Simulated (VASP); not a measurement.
Input of a VASP 6.6.1 run:

File INCAR:

```
ALGO = Normal
EDIFF = 1E-7
ENCUT = 520
GGA = PS
ISIF = 2
ISMEAR = 0
LASPH = T
LCHARG = F
LREAL = F
LWAVE = F
NBANDS = 11
NELM = 80
PREC = Accurate
SIGMA = 0.15
```

KPOINTS

```
k-points
0
Gamma
  14 14 14
```

File POSCAR:

```
Ca
1.0
    0.0000000000      2.7942000000      2.7942000000
    3.0386925000      0.0000000000      2.7942000000
    3.0386925000      2.7942000000      0.0000000000
Ca
1
Direct
    0.0000000000      0.0000000000      0.0000000000
```

Potentials or basis: VASP PAW PBE potentials, release 64 (Ca_sv).

Run with:

```sh
$ cat potpaw_PBE.64/Ca_sv/POTCAR > POTCAR
$ mpirun -np 1 vasp_std > vasp.out
```

(1) Predict the band gap on the k mesh.

(2) Predict the pressure.

## Answers

(1) zero (bands 5 and 6 overlap by 0.48 eV).

(2) -2.2 GPa.

Caveat: the cell differs from its parent crystal (strain +0.0875 x Voigt [1, 0, 0, 0, 0, 0]); the PAW data sets were made with another functional, which shifts forces and pressure a little.
